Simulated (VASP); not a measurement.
# GaN (F-43m) in VASP: notebook, part 2 of 2

VASP 6.6.1.

## Step 3: Single point, PBE (volume scaled by 1.03)

Input file INCAR:

```
ALGO = Normal
EDIFF = 1E-6
ENCUT = 600
GGA = PE
GGA_COMPAT = F
ISIF = 2
ISMEAR = 0
LASPH = T
LCHARG = F
LREAL = F
LWAVE = F
NBANDS = 16
NELM = 120
PREC = Accurate
SIGMA = 0.02
```

Input file KPOINTS:

```
k-points
0
Gamma
  10 10 10
```

Input file POSCAR:

```
GaN
1.0
    0.0000000000      2.2967571765      2.2967571765
    2.2967571765      0.0000000000      2.2967571765
    2.2967571765      2.2967571765      0.0000000000
Ga N
1 1
Direct
    0.0000000000      0.0000000000      0.0000000000
    0.7500000000      0.7500000000      0.7500000000
```

Potentials or basis: VASP PAW PBE potentials, release 64 (Ga_d, N).

Command:

```console
$ cat potpaw_PBE.64/Ga_d/POTCAR potpaw_PBE.64/N/POTCAR > POTCAR
$ mpirun -np 1 vasp_std > vasp.out
```

OUTCAR:

```text
EDIFF = 1E-6
   ENCUT = 600
   GGA = PE
   ISIF = 2
   ISMEAR = 0
   LASPH = T
   LREAL = F
   NELM = 120
   PREC = Accurate

 ion  position               nearest neighbor table
   1  0.000  0.000  0.000-   2 1.99   2 1.99   2 1.99   2 1.99
   2  0.750  0.750  0.750-   1 1.99   1 1.99   1 1.99   1 1.99

  LATTYP: Found a face centered cubic cell.
 ALAT       =     4.5935143530

  Lattice vectors:

 A1 = (   0.0000000000,   2.2967571765,   2.2967571765)
 A2 = (   2.2967571765,   0.0000000000,   2.2967571765)
 A3 = (   2.2967571765,   2.2967571765,   0.0000000000)

Analysis of symmetry for initial positions (statically):
=====================================================================
 Subroutine PRICEL returns:
 Original cell was already a primitive cell.

 Routine SETGRP: Setting up the symmetry group for a
 face centered cubic supercell.

 Subroutine GETGRP returns: Found 24 space group operations
 (whereof 24 operations were pure point group operations)
 out of a pool of 48 trial point group operations.

The static configuration has the point symmetry T_d .

Analysis of symmetry for dynamics (positions and initial velocities):
=====================================================================
 Subroutine PRICEL returns:
 Original cell was already a primitive cell.

 Routine SETGRP: Setting up the symmetry group for a
 face centered cubic supercell.

 Subroutine GETGRP returns: Found 24 space group operations
 (whereof 24 operations were pure point group operations)
 out of a pool of 48 trial point group operations.

The dynamic configuration has the point symmetry T_d .

 Subroutine INISYM returns: Found 24 space group operations
 (whereof 24 operations are pure point group operations),
 and found     1 'primitive' translations

----------------------------------------------------------------------------------------

[... 105 lines left out ...]
   EMIN   =  10.00;   EMAX   =-10.00  energy-range for DOS
   EFERMI =   0.00;   METHOD = LEGACY
   ISMEAR =     0;   SIGMA  =   0.02  broadening in eV -4-tet -1-fermi 0-gaus
   EFERMI_NEDOS =   21; number of points for ismear=-14 and -15
   IALGO  =     38    algorithm
   IMIX   =      4    mixing-type and parameters
     AMIX     =   0.40;   BMIX     =  1.00
     AMIX_MAG =   1.60;   BMIX_MAG =  1.00
  volume/ion in A,a.u.               =      12.12        81.76
  Fermi-wavevector in a.u.,A,eV,Ry     =   1.482657  2.801815 29.909289  2.198271
  Thomas-Fermi vector in A             =   2.596415
   LORBIT       =      0    0 simple, 1 ext, 2 COOP (PROOUT), +10 PAW based schemes
   GGA     = PE    functional components
   LHFCALC =     F    Hartree Fock is set to
   AEXX    =    0.0000 exact exchange contribution
   IVDW    =     0    specifies the selected vdW correction
   LEPSILON=     F    determine dielectric tensor
   LRPA    =     F    only Hartree local field effects (RPA)
 non-spin polarized calculation
 Gauss-broadening in eV      SIGMA  =   0.02
  energy-cutoff  :      600.00
  volume of cell :       24.23
 maximum number of plane-waves:       869
 NGX is ok and might be reduce to    28
   NGX = 13   NGY = 13   NGZ = 13

 number of electron      17.9999996 magnetization

 Free energy of the ion-electron system (eV)
  ---------------------------------------------------
  ext. energy  EPLUGINS =         0.00000000
  ---------------------------------------------------
  free energy    TOTEN  =       -12.14510975 eV

  energy without entropy =      -12.14510975  energy(sigma->0) =      -12.14510975

 E-fermi :   4.8098     XC(G=0): -11.3653

 val. band max:        4.6797855409   @ k =   0.0000   0.0000   0.0000
 cond. band min:       6.0369463605   @ k =   0.0000   0.0000   0.0000
 fundamental gap:      1.3571608197
 Fermi energy:         4.8097865253

 k-point     1 :       0.0000    0.0000    0.0000
  band No.  band energies     occupation
      1     -10.7842      2.00000
      2      -8.7290      2.00000
      3      -8.7290      2.00000
      4      -8.7290      2.00000
      5      -8.4629      2.00000
      6      -8.4629      2.00000
[... 433 lines left out ...]
      3      -8.5404      2.00000
      4      -8.5402      2.00000
      5      -8.4114      2.00000
      6      -7.4665      2.00000
[... 8 lines left out ...]
     15      26.0603      0.00000
     16      26.4911      0.00000

 [... further k-points ...]
[... 5 lines left out ...]
  --------------------------------------------------------------------------------------
  -------------------------------------------------------------------------------------
  Total       -0.7194780     -0.7194780     -0.7194780      0.0000000      0.0000000      0.0000000
  in kB      -47.5721585    -47.5721585    -47.5721585      0.0000000      0.0000000      0.0000000
  external PRESSURE =     -47.5721585 kB  Pullay stress =       0.0000000 kB

 VOLUME and BASIS-vectors are now :
 -----------------------------------------------------------------------------
  energy-cutoff  :      600.00
  volume of cell :       24.23
      direct lattice vectors                 reciprocal lattice vectors
     0.000000000  2.296757176  2.296757176    -0.217698242  0.217698242  0.217698242
     2.296757176  0.000000000  2.296757176     0.217698242 -0.217698242  0.217698242
     2.296757176  2.296757176  0.000000000     0.217698242  0.217698242 -0.217698242

 POSITION                                       TOTAL-FORCE (eV/Angst)
 -----------------------------------------------------------------------------------
      0.00000      0.00000      0.00000        -0.000000      0.000000     -0.000000
      3.44514      3.44514      3.44514         0.000000     -0.000000      0.000000
 -----------------------------------------------------------------------------------
    total drift:                               -0.000000     -0.000000     -0.000000

  FREE ENERGIE OF THE ION-ELECTRON SYSTEM (eV)
  ---------------------------------------------------
  free  energy   TOTEN  =       -12.1451097546 eV

  energy  without entropy=      -12.1451097546  energy(sigma->0) =      -12.14510975
```

OSZICAR:

```text
N       E                     dE             d eps       ncg     rms          rms(c)
DAV:   1     0.882863038133E+02    0.88286E+02   -0.10228E+04  1688   0.215E+03
DAV:   2    -0.737935520868E+01   -0.95666E+02   -0.88833E+02  1744   0.357E+02
DAV:   3    -0.139790928869E+02   -0.65997E+01   -0.65699E+01  1760   0.767E+01
DAV:   4    -0.140585887349E+02   -0.79496E-01   -0.79484E-01  1944   0.922E+00
DAV:   5    -0.140596367644E+02   -0.10480E-02   -0.10480E-02  1792   0.954E-01    0.752E+00
DAV:   6    -0.121505356778E+02    0.19091E+01   -0.49900E+00  2296   0.385E+01    0.269E+00
DAV:   7    -0.121527570950E+02   -0.22214E-02   -0.30674E-01  1600   0.690E+00    0.173E+00
DAV:   8    -0.121495218320E+02    0.32353E-02   -0.71038E-02  1696   0.330E+00    0.859E-01
DAV:   9    -0.121447485502E+02    0.47733E-02   -0.14098E-02  2240   0.255E+00    0.241E-01
DAV:  10    -0.121451895773E+02   -0.44103E-03   -0.13728E-03  1656   0.468E-01    0.128E-01
DAV:  11    -0.121451044059E+02    0.85171E-04   -0.24928E-04  2208   0.273E-01    0.945E-03
DAV:  12    -0.121451097986E+02   -0.53928E-05   -0.28560E-05  1680   0.545E-02    0.426E-03
DAV:  13    -0.121451097546E+02    0.44012E-07   -0.70226E-07  1408   0.146E-02
   1 F= -.12145110E+02 E0= -.12145110E+02  d E =-.151441E-22
```

stdout:

```text
POSCAR found type information on POSCAR GaN
 POSCAR found :  2 types and       2 ions
 scaLAPACK will be used
 LDA part: xc-table for (Slater+PW92), standard interpolation
 POSCAR, INCAR and KPOINTS ok, starting setup
 FFT: planning ... GRIDC
 FFT: planning ... GRID_SOFT
 FFT: planning ... GRID
 WAVECAR not read
 entering main loop
```

Run time: 20 s. Hardware: 1 thread of Intel Xeon Platinum 8375C at 2.90GHz (Ice Lake), shared host; peak memory 0.17 GiB.

What came out:

- Free energy: -12.1451 eV
- Pressure: -4.8 GPa
- Band gap on the k mesh: 1.36 eV, direct

Levels at points of the mesh, in eV from the valence-band top:
```tsv
k point	band 7	band 8	band 9	band 10	band 11	band 12
(0.00, 0.00, 0.00)	0.00	0.00	0.00	1.36	9.95	9.95
(0.50, 0.00, 0.00)	-6.68	-0.90	-0.90	4.25	8.44	10.07
(0.50, 0.50, 0.00)	-5.89	-2.51	-2.51	3.34	6.32	11.32
```

## Step 4: Single point, PBE (volume scaled by 1.06)

Input file INCAR:

```
  PREC = Accurate
  ENCUT = 600
  EDIFF = 1E-6
  ISMEAR = 0
  SIGMA = 0.02
  LREAL = F
  LASPH = T
  NELM = 120
  ALGO = Normal
  ISIF = 2
  LWAVE = F
  LCHARG = F
  GGA = PE
  NBANDS = 16
  GGA_COMPAT = F
```

Input file KPOINTS:

```
Automatic mesh
0
Gamma
  10 10 10
```

Input file POSCAR:

```
GaN
1.0
    0.0000000000      2.3188427350      2.3188427350
    2.3188427350      0.0000000000      2.3188427350
    2.3188427350      2.3188427350      0.0000000000
Ga N
1 1
Direct
    0.0000000000      0.0000000000      0.0000000000
    0.7500000000      0.7500000000      0.7500000000
```

Command:

```console
$ cat potpaw_PBE.64/Ga_d/POTCAR potpaw_PBE.64/N/POTCAR > POTCAR
$ mpirun -np 1 vasp_std > vasp.out
```

It took 22 s on 1 thread of Intel Xeon Platinum 8375C at 2.90GHz (Ice Lake), shared host; peak memory 0.17 GiB.

The run converged. Its results:

```
Free energy            : -12.1160 eV
Pressure               : -8.8 GPa
Band gap on the k mesh : 1.17 eV, direct
```

Levels at points of the mesh, in eV from the valence-band top:
| k point | band 6 | band 7 | band 8 | band 9 | band 10 | band 11 | band 12 | band 13 |
| --- | --- | --- | --- | --- | --- | --- | --- | --- |
| (0.00, 0.00, 0.00) | -13.16 | 0.00 | 0.00 | 0.00 | 1.17 | 9.77 | 9.77 | 9.77 |
| (0.50, 0.00, 0.00) | -11.89 | -6.51 | -0.87 | -0.87 | 4.06 | 8.29 | 9.92 | 9.92 |
| (0.50, 0.50, 0.00) | -11.46 | -5.79 | -2.42 | -2.42 | 3.33 | 6.14 | 11.14 | 13.07 |

## Step 5: Single point, PBE (volume scaled by 1.10)

INCAR is that of step 4.

KPOINTS is that of step 4.

Input file POSCAR:

```
GaN
1.0
    0.0000000000      2.3476511805      2.3476511805
    2.3476511805      0.0000000000      2.3476511805
    2.3476511805      2.3476511805      0.0000000000
Ga N
1 1
Direct
    0.0000000000      0.0000000000      0.0000000000
    0.7500000000      0.7500000000      0.7500000000
```

Command:

```console
$ cat potpaw_PBE.64/Ga_d/POTCAR potpaw_PBE.64/N/POTCAR > POTCAR
$ mpirun -np 1 vasp_std > vasp.out
```

Wall time 24 s (1 thread of Intel Xeon Platinum 8375C at 2.90GHz (Ice Lake), shared host); peak memory 0.17 GiB.

Results (log left out):

```
Free energy            : -12.0523 eV
Pressure               : -13.2 GPa
Band gap on the k mesh : 0.94 eV, direct
```

Levels at points of the mesh, in eV from the valence-band top:
| k point | band 7 | band 8 | band 9 | band 10 | band 11 | band 12 |
| --- | --- | --- | --- | --- | --- | --- |
| (0.00, 0.00, 0.00) | 0.00 | 0.00 | 0.00 | 0.94 | 9.54 | 9.54 |
| (0.50, 0.00, 0.00) | -6.29 | -0.83 | -0.83 | 3.81 | 8.10 | 9.72 |
| (0.50, 0.50, 0.00) | -5.65 | -2.30 | -2.30 | 3.31 | 5.91 | 10.91 |

## Step 6: Overview

| cell | gap on the mesh (eV) | pressure (GPa) |
| --- | --- | --- |
| a = 3.184 Å, angles 60.0°, 2 atoms | 1.74 | 5.5 |
| a = 3.248 Å, angles 60.0°, 2 atoms | 1.36 | -4.8 |
| a = 3.279 Å, angles 60.0°, 2 atoms | 1.17 | -8.8 |
| a = 3.320 Å, angles 60.0°, 2 atoms | 0.94 | -13.2 |

Alike in all rows: task single point; level PBE; potentials or basis VASP PAW PBE potentials, release 64 (Ga_d, N); no spin polarisation; k mesh 10 × 10 × 10; cutoff (eV) 600; smearing gaussian 0.02 eV.

Total energies depend on the potentials used, so only differences within one code and one set of settings carry meaning.
